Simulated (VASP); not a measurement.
# Si (I4/mmm) in VASP: a series of runs

Runs on Si. Level: PBEsol. Tasks: single point.

All numbers are computed with VASP 6.6.1; they aren't measurements. Logs are shortened: lines on timing, memory, paths and dates and some standing lists are left out, and cuts for length are marked.

## 1. The cell of the first run

It takes space group I4/mmm (No. 139, tetragonal). The conventional cell has a = 6.411 Å, b = 6.411 Å, c = 4.012 Å, α = 90.00°, β = 90.00°, γ = 90.00°. Within 3.0 Å of Si (site symmetry m2m) lie 4 Si at 2.29 to 2.39 Å.

## 2. Single point, PBEsol (20.61 Å³/atom)

INCAR reads:

```
  PREC = Accurate
  ENCUT = 520
  EDIFF = 1E-7
  ISMEAR = 0
  SIGMA = 0.03
  LREAL = False
  LASPH = True
  NELM = 60
  ALGO = Normal
  ISIF = 2
  LWAVE = False
  LCHARG = False
  GGA = PS
  NBANDS = 16
```

KPOINTS reads:

```
regular mesh
0
Gamma
  12 12 12
```

POSCAR reads:

```
Si
1.0
   -3.2053224653      3.2053224653      2.0062113310
    3.2053224653     -3.2053224653      2.0062113310
    3.2053224653      3.2053224653     -2.0062113310
Si
4
Direct
    0.1787304307      0.1787304307      0.3574608614
    0.8212695693      0.8212695693      0.6425391386
    0.1787304307      0.8212695693      0.0000000000
    0.8212695693      0.1787304307      0.0000000000
```

Potentials or basis: VASP PAW PBE potentials, release 64 (Si).

The run is started by

```bash
> cat potpaw_PBE.64/Si/POTCAR > POTCAR
> mpirun -np 1 vasp_std > vasp.out
```

OUTCAR:

```text
PREC = Accurate
   ENCUT = 520
   EDIFF = 1E-7
   ISMEAR = 0
   LREAL = False
   LASPH = True
   NELM = 60
   ISIF = 2
   GGA = PS

 ion  position               nearest neighbor table
   1  0.179  0.179  0.357-   3 2.29   4 2.29   2 2.39   2 2.39
   2  0.821  0.821  0.643-   3 2.29   4 2.29   1 2.39   1 2.39
   3  0.179  0.821  0.000-   1 2.29   2 2.29   4 2.39   4 2.39
   4  0.821  0.179  0.000-   1 2.29   2 2.29   3 2.39   3 2.39

  LATTYP: Found a body centered tetragonal cell.
 ALAT       =     6.4106449306
 C/A-ratio  =     0.6259000000

  Lattice vectors:

 A1 = (  -3.2053224653,   3.2053224653,   2.0062113310)
 A2 = (   3.2053224653,  -3.2053224653,   2.0062113310)
 A3 = (   3.2053224653,   3.2053224653,  -2.0062113310)

Analysis of symmetry for initial positions (statically):
=====================================================================
 Subroutine PRICEL returns:
 Original cell was already a primitive cell.

 Routine SETGRP: Setting up the symmetry group for a
 body centered tetragonal supercell.

 Subroutine GETGRP returns: Found 16 space group operations
 (whereof 16 operations were pure point group operations)
 out of a pool of 16 trial point group operations.

The static configuration has the point symmetry D_4h.

Analysis of symmetry for dynamics (positions and initial velocities):
=====================================================================
 Subroutine PRICEL returns:
 Original cell was already a primitive cell.

 Routine SETGRP: Setting up the symmetry group for a
 body centered tetragonal supercell.

 Subroutine GETGRP returns: Found 16 space group operations
 (whereof 16 operations were pure point group operations)
 out of a pool of 16 trial point group operations.

The dynamic configuration has the point symmetry D_4h.

 Subroutine INISYM returns: Found 16 space group operations
 (whereof 16 operations are pure point group operations),
 and found     1 'primitive' translations

----------------------------------------------------------------------------------------

                                     Primitive cell

  volume of cell :      82.4480

  direct lattice vectors                    reciprocal lattice vectors
    -3.205322465  3.205322465  2.006211331     0.000000000  0.155990546  0.249225987
     3.205322465 -3.205322465  2.006211331     0.155990546  0.000000000  0.249225987
     3.205322465  3.205322465 -2.006211331     0.155990546  0.155990546  0.000000000

  length of vectors
     4.957122968  4.957122968  4.957122968     0.294018100  0.294018100  0.220603945

  position of ions in fractional coordinates (direct lattice)
     0.178730431  0.178730431  0.357460861
     0.821269569  0.821269569  0.642539139
     0.178730431  0.821269569  0.000000000
     0.821269569  0.178730431  0.000000000

  ion indices of the primitive-cell ions
   primitive index   ion index
                 1           1
                 2           2
                 3           3
                 4           4

----------------------------------------------------------------------------------------

 KPOINTS: regular mesh

Automatic generation of k-mesh.
 Grid dimensions read from file:
 generate k-points for:   12   12   12

 Generating k-lattice:

  Cartesian coordinates                     Fractional coordinates (reciprocal lattice)
     0.000000000  0.012999212  0.020768832     0.083333333 -0.000000000  0.000000000
     0.012999212  0.000000000  0.020768832    -0.000000000  0.083333333  0.000000000
     0.012999212  0.012999212  0.000000000     0.000000000  0.000000000  0.083333333

  Length of vectors
     0.024501508  0.024501508  0.018383662

  Shift w.r.t. Gamma in fractional coordinates (k-lattice)
     0.000000000  0.000000000  0.000000000

 Subroutine IBZKPT returns following result:
 ===========================================

 Found    163 irreducible k-points:

 Following reciprocal coordinates:
            Coordinates               Weight
  0.000000  0.000000  0.000000      1.000000
  0.083333  0.000000 -0.000000      8.000000
  0.166667  0.000000 -0.000000      8.000000
  0.250000  0.000000 -0.000000      8.000000
  0.333333  0.000000 -0.000000      8.000000
  0.416667  0.000000  0.000000      8.000000
[... 16 lines left out ...]
  0.500000  0.166667 -0.000000     16.000000
 -0.416667  0.166667  0.000000     16.000000
 [... further k-points ...]
   k-points           NKPTS =    163   k-points in BZ     NKDIM =    163   number of bands    NBANDS=     16
   number of dos      NEDOS =    301   number of ions     NIONS =      4
   total plane-waves  NPLWV =  64000
   dimension x,y,z NGX =    40 NGY =   40 NGZ =   40
   dimension x,y,z NGXF=    80 NGYF=   80 NGZF=   80
   ions per type =               4
   NGX,Y,Z   is equivalent  to a cutoff of  13.41, 13.41, 13.41 a.u.
   NGXF,Y,Z  is equivalent  to a cutoff of  26.83, 26.83, 26.83 a.u.
 SYSTEM =  unknown system
   PREC   = accura    normal or accurate (medium, high low for compatibility)
   ISTART =      0    job   : 0-new  1-cont  2-samecut
   ICHARG =      2    charge: 1-file 2-atom 10-const
   ISPIN  =      1    spin polarized calculation?
   LNONCOLLINEAR =      F non collinear calculations
   LSORBIT =      F    spin-orbit coupling
   LASPH  =      T    aspherical Exc in radial PAW
   ENCUT  =  520.0 eV  38.22 Ry    6.18 a.u.   9.22  9.22  9.22*2*pi/ulx,y,z
   NELM   =     60;   NELMIN=  2; NELMDL= -5     # of ELM steps
   EDIFF  = 0.1E-06   stopping-criterion for ELM
   LREAL  =      F    real-space projection
   EDIFFG = 0.1E-05   stopping-criterion for IOM
   NSW    =      0    number of steps for IOM
   IBRION =     -1    ionic relax: 0-MD 1-quasi-New 2-CG
   NFREE  =      0    steps in history (QN), initial steepest desc. (CG)
   ISIF   =      2    stress and relaxation
   ISYM   =      2    0-nonsym 1-usesym 2-fastsym
   POTIM  = 0.5000    time-step for ionic-motion
   TEBEG  =    0.0;   TEEND  =   0.0 temperature during run
   PSTRESS=    0.0 pullay stress
   NELECT =      16.0000    total number of electrons
   NUPDOWN=      -1.0000    fix difference up-down
   EMIN   =  10.00;   EMAX   =-10.00  energy-range for DOS
   EFERMI =   0.00;   METHOD = LEGACY
   ISMEAR =     0;   SIGMA  =   0.03  broadening in eV -4-tet -1-fermi 0-gaus
   EFERMI_NEDOS =   21; number of points for ismear=-14 and -15
   IALGO  =     38    algorithm
   IMIX   =      4    mixing-type and parameters
     AMIX     =   0.40;   BMIX     =  1.00
     AMIX_MAG =   1.60;   BMIX_MAG =  1.00
  volume/ion in A,a.u.               =      20.61       139.10
  Fermi-wavevector in a.u.,A,eV,Ry     =   0.947810  1.791102 12.222719  0.898344
  Thomas-Fermi vector in A             =   2.075939
   LORBIT       =      0    0 simple, 1 ext, 2 COOP (PROOUT), +10 PAW based schemes
   GGA     = PS    functional components
   LHFCALC =     F    Hartree Fock is set to
   AEXX    =    0.0000 exact exchange contribution
   IVDW    =     0    specifies the selected vdW correction
   LEPSILON=     F    determine dielectric tensor
   LRPA    =     F    only Hartree local field effects (RPA)
 non-spin polarized calculation
 Gauss-broadening in eV      SIGMA  =   0.03
  energy-cutoff  :      520.00
  volume of cell :       82.45
 maximum number of plane-waves:      2239
 NGX is ok and might be reduce to    40
   NGX = 19   NGY = 19   NGZ = 19

 number of electron      16.0000000 magnetization

 Free energy of the ion-electron system (eV)
  ---------------------------------------------------
  ext. energy  EPLUGINS =         0.00000000
  ---------------------------------------------------
  free energy    TOTEN  =       -22.32623066 eV

  energy without entropy =      -22.32608564  energy(sigma->0) =      -22.32615815

 E-fermi :   5.6196     XC(G=0):  -9.3641

 val. band max:        5.5973021304   @ k =  -0.4167   0.5000   0.4167
 cond. band min:       5.6362148784   @ k =  -0.4167   0.4167   0.4167
 fundamental gap:      0.0389127480
 Fermi energy:         5.6195826586

 k-point     1 :       0.0000    0.0000    0.0000
  band No.  band energies     occupation
      1      -6.6141      2.00000
      2      -1.5761      2.00000
      3       0.0547      2.00000
      4       0.0547      2.00000
      5       1.7217      2.00000
      6       3.8792      2.00000
[... 8 lines left out ...]
     15      10.3912      0.00000
     16      12.5037      0.00000

 k-point     2 :       0.0833    0.0000   -0.0000
  band No.  band energies     occupation
      1      -6.5425      2.00000
      2      -1.6468      2.00000
      3      -0.0845      2.00000
      4       0.1959      2.00000
      5       1.7980      2.00000
      6       3.4786      2.00000
[... 8 lines left out ...]
     15      10.2251      0.00000
     16      12.8157      0.00000

 k-point     3 :       0.1667    0.0000   -0.0000
  band No.  band energies     occupation
      1      -6.3307      2.00000
      2      -1.7791      2.00000
      3      -0.4591      2.00000
      4       0.4577      2.00000
      5       1.9318      2.00000
      6       2.6966      2.00000
[... 8 lines left out ...]
     15      10.6405      0.00000
     16      13.6411      0.00000

 k-point     4 :       0.2500    0.0000   -0.0000
  band No.  band energies     occupation
      1      -5.9902      2.00000
      2      -1.8725      2.00000
      3      -1.0258      2.00000
      4       0.4932      2.00000
      5       1.8719      2.00000
      6       2.1447      2.00000
[... 8 lines left out ...]
     15      11.8373      0.00000
     16      11.9115      0.00000
[... 324 lines left out ...]
 k-point    22 :       0.4167    0.1667    0.0000
  band No.  band energies     occupation
      1      -4.8288      2.00000
      2      -2.7438      2.00000
      3      -2.1936      2.00000
      4      -0.0306      2.00000
      5       1.1641      2.00000
      6       2.8784      2.00000
[... 8 lines left out ...]
     15      12.5713      0.00000
     16      12.9868      0.00000

 k-point    23 :       0.5000    0.1667   -0.0000
  band No.  band energies     occupation
      1      -5.1729      2.00000
      2      -2.8502      2.00000
      3      -1.8376      2.00000
      4       0.3750      2.00000
      5       1.2979      2.00000
      6       2.8466      2.00000
[... 8 lines left out ...]
     15      12.1452      0.00000
     16      12.2587      0.00000

 k-point    24 :      -0.4167    0.1667    0.0000
  band No.  band energies     occupation
      1      -5.6223      2.00000
      2      -2.8981      2.00000
      3      -1.2358      2.00000
      4       0.7767      2.00000
      5       1.6636      2.00000
      6       2.8719      2.00000
[... 8 lines left out ...]
     15      11.6680      0.00000
     16      11.7664      0.00000

 [... further k-points ...]

------------------------ aborting loop because EDIFF is reached ----------------------------------------

  FORCE on cell =-STRESS in cart. coord.  units (eV):
  Direction    XX          YY          ZZ          XY          YZ          ZX
  --------------------------------------------------------------------------------------
  -------------------------------------------------------------------------------------
  Total        3.9494245      3.9494245     -3.4567845      0.0000000      0.0000000     -0.0000000
  in kB       76.7475058     76.7475058    -67.1742410      0.0000000      0.0000000     -0.0000000
  external PRESSURE =      28.7735902 kB  Pullay stress =       0.0000000 kB

 VOLUME and BASIS-vectors are now :
 -----------------------------------------------------------------------------
  energy-cutoff  :      520.00
  volume of cell :       82.45
      direct lattice vectors                 reciprocal lattice vectors
    -3.205322465  3.205322465  2.006211331     0.000000000  0.155990546  0.249225987
     3.205322465 -3.205322465  2.006211331     0.155990546  0.000000000  0.249225987
     3.205322465  3.205322465 -2.006211331     0.155990546  0.155990546  0.000000000

 POSITION                                       TOTAL-FORCE (eV/Angst)
 -----------------------------------------------------------------------------------
      1.14578      1.14578      0.00000         0.816014      0.816014     -0.000000
      2.05955      2.05955      2.00621        -0.816014     -0.816014     -0.000000
      2.05955     -2.05955      2.00621        -0.816014      0.816014      0.000000
     -2.05955      2.05955      2.00621         0.816014     -0.816014      0.000000
 -----------------------------------------------------------------------------------
    total drift:                               -0.000000     -0.000000      0.000000

  FREE ENERGIE OF THE ION-ELECTRON SYSTEM (eV)
  ---------------------------------------------------
  free  energy   TOTEN  =       -22.3262306591 eV

  energy  without entropy=      -22.3260856405  energy(sigma->0) =      -22.32615815
```

It took 4.1 min on 1 thread of Intel Xeon 8259CL, shared host; peak memory 0.33 GiB.

Results:

| Property | Result |
| --- | --- |
| Free energy | -22.3262 eV |
| Pressure | 2.9 GPa |
| Largest force | 1.154 eV/Å |
| Band gap on the k mesh | zero (bands 8 and 9 overlap by 0.26 eV) |

Forces on the atoms (eV/Å):
```
Si   0.816  0.816  0.000
Si  -0.816 -0.816  0.000
Si  -0.816  0.816  0.000
Si   0.816 -0.816  0.000
```

Caveat: the stress differs along the axes, from -7 to 8 GPa; semilocal functionals underestimate gaps, and a narrow one can read as zero; the PAW data sets were made with another functional, which shifts forces and pressure a little.

## 3. Single point, PBEsol (22.87 Å³/atom)

This run uses another cell than the first one, of 22.87 Å³/atom.

INCAR reads:

```
SYSTEM = Si
PREC = Accurate ; ENCUT = 520
EDIFF = 1E-7 ; ISMEAR = 0
SIGMA = 0.03 ; LREAL = .False.
LASPH = .True. ; NELM = 100
ALGO = Normal ; ISIF = 2
LWAVE = .False. ; LCHARG = .False.
GGA = PS ; NBANDS = 16
```

KPOINTS reads:

```
Automatic mesh
0
Gamma
  12 12 12
  0 0 0
```

POSCAR reads:

```
Si
1.0
   -3.2742908026      3.2742908026      2.1332004579
    3.2742908026     -3.2742908026      2.1332004579
    3.2742908026      3.2742908026     -2.1332004579
Si
4
Direct
    0.1787304307      0.1787304307      0.3574608614
    0.8212695693      0.8212695693      0.6425391386
    0.1787304307      0.8212695693      0.0000000000
    0.8212695693      0.1787304307      0.0000000000
```

Potentials or basis: VASP PAW PBE potentials, release 64 (Si).

The run is started by

```bash
> cat potpaw_PBE.64/Si/POTCAR > POTCAR
> mpirun -np 1 vasp_std > vasp.out
```

Run time: 3.7 min. Hardware: 1 thread of Intel Xeon Platinum 8488C (Sapphire Rapids), shared host; peak memory 0.33 GiB.

It converged, with:

```yaml
Free_energy: -22.0269 eV
Pressure: -4.7 GPa
Largest_force: 1.033 eV/Å
Band_gap_on_the_k_mesh: zero (bands 8 and 9 overlap by 0.32 eV)
```

Forces on the atoms (eV/Å):
```
Si   0.731  0.731  0.000
Si  -0.731 -0.731  0.000
Si  -0.731  0.731  0.000
Si   0.731 -0.731  0.000
```

Stress tensor (GPa, compression positive):
```
  0.75   0.00   0.00
  0.00   0.75   0.00
  0.00   0.00 -15.58
```

Levels at points of the mesh, in eV from the Fermi level:
```
           k point  band 6  band 7  band 8  band 9  band 10  band 11
(0.00, 0.00, 0.00)   -1.63   -1.63   -0.71    0.71     1.10     1.10
(0.50, 0.00, 0.00)   -3.16   -2.22   -0.80    1.17     2.86     3.31
(0.50, 0.50, 0.00)   -2.32   -1.82   -1.08    0.73     1.31     2.09
(0.50, 0.50, 0.50)   -0.57   -0.09    0.24    0.24     1.88     3.97
```

Caveat: the stress differs along the axes, from -16 to 1 GPa; semilocal functionals underestimate gaps, and a narrow one can read as zero; the PAW data sets were made with another functional, which shifts forces and pressure a little.

The gap in the log of VASP goes by the Fermi energy; the results here count the filled bands.